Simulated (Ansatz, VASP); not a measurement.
**Two plane-wave programs on ZrC**

Contents of INCAR:

```
SYSTEM = ZrC
PREC = Accurate ; ENCUT = 520
EDIFF = 1E-7 ; ISMEAR = 0
SIGMA = 0.01 ; LREAL = .False.
LASPH = .True. ; NELM = 80
ALGO = Normal ; ISIF = 2
LWAVE = .False. ; LCHARG = .True.
GGA = PE ; LELF = .True.
LVHAR = .True. ; NBANDS = 15
```

Contents of KPOINTS:

```
Automatic mesh
0
Gamma
  12 12 12
  0 0 0
```

Contents of POSCAR:

```
ZrC
1.0
    3.2695327460      0.0000000000      0.0000000000
   -1.6347663730      2.8314984165      0.0000000000
    0.0000000000      0.0000000000      2.9397343753
Zr C
1 1
Direct
    0.0000000000      0.0000000000      0.0000000000
    0.6666666667      0.3333333333      0.5000000000
```

Input for Ansatz:

```yaml
crystal:
  lattice:
    - [3.269532745976, 0.0, 0.0]
    - [-1.634766372988, 2.831498416521, 0.0]
    - [0.0, 0.0, 2.9397343753]
  atoms:
    - { symbol: Zr, position: [-3.700743415525e-17, 0.0, 0.0] }
    - { symbol: C, position: [0.6666666666667, 0.3333333333333, 0.5] }
basis:
  ecutwfc: 420
  ecutrho_ratio: 4
kpoints:
  mp_grid: { grid: [12, 12, 12] }
hamiltonian:
  xc: pbe
scf:
  occupations: { method: gaussian, width: 0.01 }
  lower_state_search: "off"
output:
  forces: true
  stress: true
```

Alike in both runs: task single point; functional PBE; k mesh 12 × 12 × 12; occupations gaussian, width 0.01 eV; no spin polarisation.

|  | VASP | Ansatz |
| --- | --- | --- |
| version | VASP 6.6.1 | Ansatz 0.2.0 |
| potentials or method | VASP PAW PBE potentials, release 64 (Zr_sv, C), cutoff 520 eV | scalar-relativistic, plane waves, PAW |
| valence electrons in the cell | 16 | 16 |

```tsv
	VASP	Ansatz	Ansatz less VASP
pressure (GPa)	0.2	0.0	-0.20
traceless stress, the component that is largest in VASP (GPa)	0.12	0.10	-0.025
```
